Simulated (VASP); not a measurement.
# TiO2 (Fm-3m) in VASP: notebook, part 2 of 2

VASP 6.6.1. Earlier steps stand in the parts before.

## 3. G0W0 quasiparticle levels, PBE

Contents of POSCAR:

```
TiO2
1.0
    0.0000000000      2.3968272579      2.3968272579
    2.3968272579      0.0000000000      2.3968272579
    2.3968272579      2.3968272579      0.0000000000
Ti O
1 2
Direct
    0.0000000000      0.0000000000      0.0000000000
    0.2500000000      0.2500000000      0.2500000000
    0.7500000000      0.7500000000      0.7500000000
```

Contents of INCAR.step1:

```
ALGO     = Normal         # electronic algorithm
EDIFF    = 1E-8           # SCF threshold, eV
ENCUT    = 500            # plane-wave cutoff, eV
GGA      = PE             # functional
ISMEAR   = 0              # smearing method
LASPH    = True           # aspherical terms in the spheres
LCHARG   = False          # write CHGCAR
LREAL    = False          # projectors in reciprocal space
LWAVE    = True           # write WAVECAR
NELM     = 80             # most SCF steps
PREC     = Accurate       # precision mode
SIGMA    = 0.01           # smearing width, eV
```

Contents of INCAR.step2:

```
ALGO     = Exact          # electronic algorithm
EDIFF    = 1E-8           # SCF threshold, eV
ENCUT    = 500            # plane-wave cutoff, eV
GGA      = PE             # functional
ISMEAR   = 0              # smearing method
ISTART   = 1            
LASPH    = True           # aspherical terms in the spheres
LCHARG   = False          # write CHGCAR
LOPTICS  = True           # frequency-dependent dielectric function
LREAL    = False          # projectors in reciprocal space
LWAVE    = True           # write WAVECAR
NBANDS   = 72             # bands
NELM     = 1              # most SCF steps
PREC     = Accurate       # precision mode
SIGMA    = 0.01           # smearing width, eV
```

Contents of INCAR.step3:

```
ALGO     = EVGW0          # electronic algorithm
EDIFF    = 1E-8           # SCF threshold, eV
ENCUT    = 500            # plane-wave cutoff, eV
ENCUTGW  = 80.0           # cutoff of the response function
GGA      = PE             # functional
ISMEAR   = 0              # smearing method
ISTART   = 1            
LASPH    = True           # aspherical terms in the spheres
LCHARG   = False          # write CHGCAR
LREAL    = False          # projectors in reciprocal space
LWAVE    = False          # write WAVECAR
NBANDS   = 72             # bands
NBANDSGW = 20           
NELMGW   = 1            
NOMEGA   = 48             # frequency points
PREC     = Accurate       # precision mode
PRECFOCK = Fast         
SIGMA    = 0.01           # smearing width, eV
```

Contents of KPOINTS:

```
k-points
0
Gamma
  4 4 4
```

Potentials or basis: VASP PAW PBE potentials, release 64 (Ti_sv_GW, O_GW).

Command:

```bash
> cat potpaw_PBE.64/Ti_sv_GW/POTCAR potpaw_PBE.64/O_GW/POTCAR > POTCAR
> cp INCAR.step1 INCAR
> mpirun -np 1 vasp_std > vasp.out
> cp INCAR.step2 INCAR
> mpirun -np 1 vasp_std > vasp.out
> cp INCAR.step3 INCAR
> mpirun -np 1 vasp_std > vasp.out
```

OUTCAR:

```text
EDIFF = 1E-8
   ENCUT = 500
   ENCUTGW = 80.0
   GGA = PE
   ISMEAR = 0
   ISTART = 1
   LASPH = True
   LREAL = False
   NELMGW = 1
   PREC = Accurate
   PRECFOCK = Fast

 ion  position               nearest neighbor table
   1  0.000  0.000  0.000-   3 2.08   3 2.08   3 2.08   2 2.08   3 2.08   2 2.08   2 2.08   2 2.08

   2  0.250  0.250  0.250-   1 2.08   1 2.08   1 2.08   1 2.08
   3  0.750  0.750  0.750-   1 2.08   1 2.08   1 2.08   1 2.08

  LATTYP: Found a face centered cubic cell.
 ALAT       =     4.7936545158

  Lattice vectors:

 A1 = (   0.0000000000,   2.3968272579,   2.3968272579)
 A2 = (   2.3968272579,   0.0000000000,   2.3968272579)
 A3 = (   2.3968272579,   2.3968272579,   0.0000000000)

Analysis of symmetry for initial positions (statically):
=====================================================================
 Subroutine PRICEL returns:
 Original cell was already a primitive cell.

 Routine SETGRP: Setting up the symmetry group for a
 face centered cubic supercell.

 Subroutine GETGRP returns: Found 48 space group operations
 (whereof 48 operations were pure point group operations)
 out of a pool of 48 trial point group operations.
[... 122 lines left out ...]
  Fermi-wavevector in a.u.,A,eV,Ry     =   1.563742  2.955044 33.270189  2.445290
  Thomas-Fermi vector in A             =   2.666469
   LORBIT       =      0    0 simple, 1 ext, 2 COOP (PROOUT), +10 PAW based schemes
   GGA     = PE    functional components
   LHFCALC =     T    Hartree Fock is set to
   PRECFOCK=fast      Normal, Fast or Accurate (Low or Medium for compatibility)
   ENCUT4O =  -1.0   cutoff for four orbital integrals eV
   NKREDX  =     1    reduce k-point grid by
   NKREDY  =     1    reduce k-point grid by
   NKREDZ  =     1    reduce k-point grid by
   AEXX    =    1.0000 exact exchange contribution
   HFSCREEN=    0.0000 screening length (either q_TF or 0.3 A-1)
   HFSCREENC=   0.0000 screening length for correlation (either q_TF or 0.3 A-1)
   ENCUTFOCK=  -1.0 apply spherical cutoff to Coloumb kernel
   IVDW    =     0    specifies the selected vdW correction
   LEPSILON=     F    determine dielectric tensor
   LRPA    =     F    only Hartree local field effects (RPA)
   LRPAFORCE           =     F    calculate RPA forces
   ENCUTGW             =  80.0    cutoff for response function in eV
   ENCUTGWSOFT         =  64.0    soft cutoff for Coulomb kernel in GW response function in eV
   ENCUTLF             =  -1.0    cutoff for local field effects
   NELMGW              =     1    number of iterations in solving QP/BSE equation
   NELMHF              =     1    number of iterations in the inner HF iteration
   NKREDLFX            =     1    NKREDLFY  =   1   NKREDLFZ  =   1
 non-spin polarized calculation
 Gauss-broadening in eV      SIGMA  =   0.01
  energy-cutoff  :      500.00
  volume of cell :       27.54
 maximum number of plane-waves:       725
 NGX is ok and might be reduce to    28
  NGX = 14; NGY = 14; NGZ = 14
   NGX = 13   NGY = 13   NGZ = 13
 maximum number of plane-waves:        59
 NGX is ok and might be reduce to    10

 QP shifts <psi_nk| G(iteration)W_0 |psi_nk>: iteration 1
 for sc-GW calculations column KS-energies equals QP-energies in previous step
 and V_xc(KS)=  KS-energies - (<T + V_ion + V_H > + <T+V_H+V_ion>^1  + <V_x>^1)

 k-point   1 :       0.0000    0.0000    0.0000
  band No.  KS-energies  QP-energies   sigma(KS)   V_xc(KS)     V^pw_x(r,r')   Z            occupation Imag(sigma)

      1     -50.3638     -52.3456     -28.2657     -24.9370     -41.6328       0.5954       2.0000       1.5921
      2     -26.4532     -27.2179     -25.3983     -24.2290     -34.5768       0.6539       2.0000       1.0328
      3     -26.4532     -27.2179     -25.3983     -24.2290     -34.5768       0.6539       2.0000       1.0328
      4     -26.4532     -27.2179     -25.3983     -24.2290     -34.5768       0.6539       2.0000       1.0328
      5     -12.3776     -13.5431     -20.4658     -18.7116     -30.6069       0.6644       2.0000       1.7501
      6      -8.5454     -10.0094     -23.0623     -20.9987     -32.1672       0.7094       2.0000       1.2632
[... 167 lines left out ...]
      6     -10.2524     -11.5431     -22.0408     -20.1350     -31.4888       0.6772       2.0000       1.3909
[... 12 lines left out ...]
     19      23.4093      24.7216     -13.8904     -15.5098      -7.6230       0.8103       0.0000      -0.8551
     20      23.9380      25.0215     -12.7243     -14.0247      -6.6111       0.8332       0.0000      -1.0120
```

OUTCAR.step1:

```text
EDIFF = 1E-8
   ENCUT = 500
   GGA = PE
   ISMEAR = 0
[... 360 lines left out ...]
      0.00000      0.00000      0.00000         0.000000      0.000000      0.000000
      1.19841      1.19841      1.19841         0.000000     -0.000000     -0.000000
      3.59524      3.59524      3.59524        -0.000000      0.000000     -0.000000
 -----------------------------------------------------------------------------------
    total drift:                               -0.000000      0.000000      0.000000

  FREE ENERGIE OF THE ION-ELECTRON SYSTEM (eV)
  ---------------------------------------------------
  free  energy   TOTEN  =       -28.3265231811 eV

  energy  without entropy=      -28.3265231811  energy(sigma->0) =      -28.32652318
```

It took 4.1 min on 1 thread of Intel Xeon 8259CL, shared host; peak memory 0.25 GiB.

What came out:

```
Band gap on the k mesh, mean-field level : 1.14 eV, indirect (least direct gap 1.85 eV)
Quasiparticle gap                        : 2.50 eV
Least direct quasiparticle gap           : 3.23 eV
```

Caveat: the k points lie up to 0.57 Å⁻¹ apart; bands, screening cutoff and mesh are small and nothing is extrapolated, so the quasiparticle values aren't converged. A k mesh can miss the band edges.
